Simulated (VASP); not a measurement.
# Pd (Fm-3m) in VASP: further runs, part 2 of 2

VASP 6.6.1.

### 3 Electric field gradients, r2SCAN

This run uses another cell than the first one, of 14.92 Å³/atom.

POSCAR

```
Pd
1.0
    0.0000000000      1.9537354724      1.9537354724
    1.9537354724      0.0000000000      1.9537354724
    1.9537354724      1.9537354724      0.0000000000
Pd
1
Direct
    0.0000000000      0.0000000000      0.0000000000
```

INCAR.step1

```
PREC = Accurate
ENCUT = 520
ISMEAR = 0
SIGMA = 0.05
LREAL = F
LASPH = T
NELM = 60
NBANDS = 11
GGA = PE
ALGO = Normal
EDIFF = 1E-4
LWAVE = T
LCHARG = F
```

INCAR.step2

```
PREC = Accurate
ENCUT = 520
EDIFF = 1E-8
ISMEAR = 0
SIGMA = 0.05
LREAL = F
LASPH = T
NELM = 60
ALGO = Normal
ISIF = 2
LWAVE = F
LCHARG = F
METAGGA = R2SCAN
LMIXTAU = T
LEFG = T
NBANDS = 11
ISTART = 1
```

KPOINTS

```
Automatic mesh
0
Gamma
  20 20 20
```

Potentials or basis: VASP PAW PBE potentials, release 64 (Pd).

The run is started by

```
cat potpaw_PBE.64/Pd/POTCAR > POTCAR
cp INCAR.step1 INCAR
mpirun -np 1 vasp_std > vasp.out
cp INCAR.step2 INCAR
mpirun -np 1 vasp_std > vasp.out
```

OUTCAR:

```text
PREC = Accurate
   ENCUT = 520
   EDIFF = 1E-8
   ISMEAR = 0
   LREAL = F
   LASPH = T
   NELM = 60
   ISIF = 2
   METAGGA = R2SCAN
   ISTART = 1

 ion  position               nearest neighbor table
   1  0.000  0.000  0.000-

  LATTYP: Found a face centered cubic cell.
 ALAT       =     3.9074709448

  Lattice vectors:

 A1 = (   0.0000000000,   1.9537354724,   1.9537354724)
 A2 = (   1.9537354724,   0.0000000000,   1.9537354724)
 A3 = (   1.9537354724,   1.9537354724,   0.0000000000)

Analysis of symmetry for initial positions (statically):
=====================================================================
 Subroutine PRICEL returns:
 Original cell was already a primitive cell.

 Routine SETGRP: Setting up the symmetry group for a
 face centered cubic supercell.

 Subroutine GETGRP returns: Found 48 space group operations
 (whereof 48 operations were pure point group operations)
 out of a pool of 48 trial point group operations.

The static configuration has the point symmetry O_h .

Analysis of symmetry for dynamics (positions and initial velocities):
=====================================================================
 Subroutine PRICEL returns:
 Original cell was already a primitive cell.

 Routine SETGRP: Setting up the symmetry group for a
 face centered cubic supercell.

 Subroutine GETGRP returns: Found 48 space group operations
 (whereof 48 operations were pure point group operations)
 out of a pool of 48 trial point group operations.

The dynamic configuration has the point symmetry O_h .

 Subroutine INISYM returns: Found 48 space group operations
 (whereof 48 operations are pure point group operations),
 and found     1 'primitive' translations

----------------------------------------------------------------------------------------

                                     Primitive cell

  volume of cell :      14.9151

  direct lattice vectors                    reciprocal lattice vectors
     0.000000000  1.953735472  1.953735472    -0.255920009  0.255920009  0.255920009
     1.953735472  0.000000000  1.953735472     0.255920009 -0.255920009  0.255920009
     1.953735472  1.953735472  0.000000000     0.255920009  0.255920009 -0.255920009

  length of vectors
     2.762999202  2.762999202  2.762999202     0.443266459  0.443266459  0.443266459

  position of ions in fractional coordinates (direct lattice)
     0.000000000  0.000000000  0.000000000

  ion indices of the primitive-cell ions
   primitive index   ion index
                 1           1

----------------------------------------------------------------------------------------

 KPOINTS: Automatic mesh

Automatic generation of k-mesh.
 Grid dimensions read from file:
 generate k-points for:   20   20   20

 Generating k-lattice:

[... 64 lines left out ...]
   NSW    =      0    number of steps for IOM
   IBRION =     -1    ionic relax: 0-MD 1-quasi-New 2-CG
   NFREE  =      0    steps in history (QN), initial steepest desc. (CG)
   ISIF   =      2    stress and relaxation
   ISYM   =      2    0-nonsym 1-usesym 2-fastsym
   POTIM  = 0.5000    time-step for ionic-motion
   TEBEG  =    0.0;   TEEND  =   0.0 temperature during run
   PSTRESS=    0.0 pullay stress
   NELECT =      10.0000    total number of electrons
   NUPDOWN=      -1.0000    fix difference up-down
   EMIN   =  10.00;   EMAX   =-10.00  energy-range for DOS
   EFERMI =   0.00;   METHOD = LEGACY
   ISMEAR =     0;   SIGMA  =   0.05  broadening in eV -4-tet -1-fermi 0-gaus
   EFERMI_NEDOS =   21; number of points for ismear=-14 and -15
   IALGO  =     38    algorithm
   IMIX   =      4    mixing-type and parameters
     AMIX     =   0.40;   BMIX     =  1.00
     AMIX_MAG =   1.60;   BMIX_MAG =  1.00
  volume/ion in A,a.u.               =      14.92       100.65
  Fermi-wavevector in a.u.,A,eV,Ry     =   1.432845  2.707684 27.933352  2.053043
  Thomas-Fermi vector in A             =   2.552428
   LORBIT       =      0    0 simple, 1 ext, 2 COOP (PROOUT), +10 PAW based schemes
   METAGGA = R2SCAN    functional components
   LHFCALC =     F    Hartree Fock is set to
   AEXX    =    0.0000 exact exchange contribution
   IVDW    =     0    specifies the selected vdW correction
   LEPSILON=     F    determine dielectric tensor
   LRPA    =     F    only Hartree local field effects (RPA)
 non-spin polarized calculation
 Gauss-broadening in eV      SIGMA  =   0.05
  energy-cutoff  :      520.00
  volume of cell :       14.92
 maximum number of plane-waves:       415
 NGX is ok and might be reduce to    24
   NGX = 11   NGY = 11   NGZ = 11

 number of electron       9.9999998 magnetization

 Free energy of the ion-electron system (eV)
  ---------------------------------------------------
  ext. energy  EPLUGINS =         0.00000000
  ---------------------------------------------------
  free energy    TOTEN  =       -22.94459337 eV

  energy without entropy =      -22.94146479  energy(sigma->0) =      -22.94302908

 E-fermi :   9.4059     XC(G=0): -14.0518

 val. band max:        9.4034701634   @ k =  -0.4500   0.3000   0.0000
 cond. band min:       9.4161753429   @ k =  -0.2000   0.1500   0.0000
 fundamental gap:      0.0127051795
 Fermi energy:         9.4059250707

 k-point     1 :       0.0000    0.0000    0.0000
  band No.  band energies     occupation
      1       2.3199      2.00000
      2       6.5532      2.00000
      3       6.5532      2.00000
      4       6.5532      2.00000
      5       8.1332      2.00000
      6       8.1332      2.00000
      7      27.4394      0.00000
      8      31.9018      0.00000
      9      32.3635      0.00000
     10      32.3635      0.00000
     11      32.3635      0.00000
[... 309 lines left out ...]
 k-point    24 :      -0.3500    0.0500    0.0000
  band No.  band energies     occupation
      1       4.2613      2.00000
      2       6.5968      2.00000
      3       6.6605      2.00000
      4       8.1106      2.00000
      5       8.8108      2.00000
      6       9.5791      0.00000
      7      20.1781      0.00000
      8      27.4759      0.00000
      9      31.3807      0.00000
     10      31.9385      0.00000
     11      33.1694      0.00000

 [... further k-points ...]
[... 5 lines left out ...]
  --------------------------------------------------------------------------------------
  -------------------------------------------------------------------------------------
  Total        0.0593793      0.0593793      0.0593793     -0.0000000     -0.0000000      0.0000000
  in kB        6.3785014      6.3785014      6.3785014     -0.0000000     -0.0000000      0.0000000
  external PRESSURE =       6.3785014 kB  Pullay stress =       0.0000000 kB

 VOLUME and BASIS-vectors are now :
 -----------------------------------------------------------------------------
  energy-cutoff  :      520.00
  volume of cell :       14.92
      direct lattice vectors                 reciprocal lattice vectors
     0.000000000  1.953735472  1.953735472    -0.255920009  0.255920009  0.255920009
     1.953735472  0.000000000  1.953735472     0.255920009 -0.255920009  0.255920009
     1.953735472  1.953735472  0.000000000     0.255920009  0.255920009 -0.255920009

 POSITION                                       TOTAL-FORCE (eV/Angst)
 -----------------------------------------------------------------------------------
      0.00000      0.00000      0.00000         0.000000      0.000000      0.000000
 -----------------------------------------------------------------------------------
    total drift:                               -0.000000      0.000000      0.000000

  FREE ENERGIE OF THE ION-ELECTRON SYSTEM (eV)
  ---------------------------------------------------
  free  energy   TOTEN  =       -22.9445933743 eV

  energy  without entropy=      -22.9414647926  energy(sigma->0) =      -22.94302908

 Electric field gradients (V/A^2)
---------------------------------------------------------------------
 ion       V_xx      V_yy      V_zz      V_xy      V_xz      V_yz
---------------------------------------------------------------------
   1      -0.000     0.000    -0.000    -0.000    -0.000    -0.000
---------------------------------------------------------------------

 Electric field gradients after diagonalization (V/A^2)
 (convention: |V_zz| > |V_xx| > |V_yy|)
----------------------------------------------------------------------
 ion       V_xx      V_yy      V_zz     asymmetry (V_yy - V_xx)/ V_zz
----------------------------------------------------------------------
   1       0.000     0.000    -0.001       0.000
----------------------------------------------------------------------

           NMR quadrupolar parameters

 Cq : quadrupolar parameter    Cq=e*Q*V_zz/h
 eta: asymmetry parameters     (V_yy - V_xx)/ V_zz
 Q  : nuclear electric quadrupole moment in mb (millibarn)
----------------------------------------------------------------------
 ion       Cq(MHz)       eta       Q (mb)
----------------------------------------------------------------------
   1      -0.000       0.000       1.000
----------------------------------------------------------------------
```

OUTCAR.step1:

```text
PREC = Accurate
   ENCUT = 520
   ISMEAR = 0
   LREAL = F
   LASPH = T
[... 554 lines left out ...]

 POSITION                                       TOTAL-FORCE (eV/Angst)
 -----------------------------------------------------------------------------------
      0.00000      0.00000      0.00000        -0.000000     -0.000000      0.000000
 -----------------------------------------------------------------------------------
    total drift:                               -0.000000      0.000000     -0.000000

  FREE ENERGIE OF THE ION-ELECTRON SYSTEM (eV)
  ---------------------------------------------------
  free  energy   TOTEN  =        -5.2110392530 eV

  energy  without entropy=       -5.2077548174  energy(sigma->0) =       -5.20939704
```

Wall time 3.7 min (1 thread of Intel Xeon 8259CL, shared host); peak memory 0.18 GiB.

What came out:

- Free energy: -22.9446 eV
- Pressure: 0.6 GPa
- Band gap on the k mesh: zero (bands 5 and 6 overlap by 1.66 eV)
- Largest electric field gradient by atom: under 0.05 V/Å² on every atom

Caveat: the PAW data sets were made with another functional, which shifts forces and pressure a little.
